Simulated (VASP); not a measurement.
Here is a VASP 6.6.1 calculation.

The input INCAR:

```
SYSTEM = ZnO
PREC     = Accurate       ! precision mode
ENCUT    = 520            ! plane-wave cutoff, eV
EDIFF    = 1E-6           ! SCF threshold, eV
ISMEAR   = 0              ! smearing method
SIGMA    = 0.01           ! smearing width, eV
LREAL    = .FALSE.        ! projectors in reciprocal space
LASPH    = .TRUE.         ! aspherical terms in the spheres
NELM     = 60             ! most SCF steps
ALGO     = Normal         ! electronic algorithm
ISIF     = 2              ! what is computed and relaxed
LWAVE    = .FALSE.        ! write WAVECAR
LCHARG   = .FALSE.        ! write CHGCAR
GGA      = CA             ! functional
NBANDS   = 26             ! bands
```

Contents of KPOINTS:

```
regular mesh
0
G
  9 9 6
  0 0 0
```

Contents of POSCAR:

```
ZnO
1.0
    3.2498000000      0.0000000000      0.0000000000
   -1.6249000000      2.8144093572      0.0000000000
    0.0000000000      0.0000000000      5.2066000000
Zn O
2 2
Direct
    0.3333333333      0.6666666667      0.0000000000
    0.6666666667      0.3333333333      0.5000000000
    0.3333333333      0.6666666667      0.3700000000
    0.6666666667      0.3333333333      0.8700000000
```

Potentials or basis: VASP PAW LDA potentials, release 64 (Zn, O).

Command:

```sh
$ cat potpaw_LDA.64/Zn/POTCAR potpaw_LDA.64/O/POTCAR > POTCAR
$ mpirun -np 1 vasp_std > vasp.out
```

Problem. Estimate the band gap on the k mesh.

Solution. 0.75 eV, direct.

Problem. Predict the largest force.

Solution. 0.413 eV/Å.

Problem. Estimate the pressure.

Solution. -5.8 GPa.

Stress tensor (GPa, compression positive):
```
-7.90  0.00  0.00
 0.00 -7.90  0.00
 0.00  0.00 -1.72
```
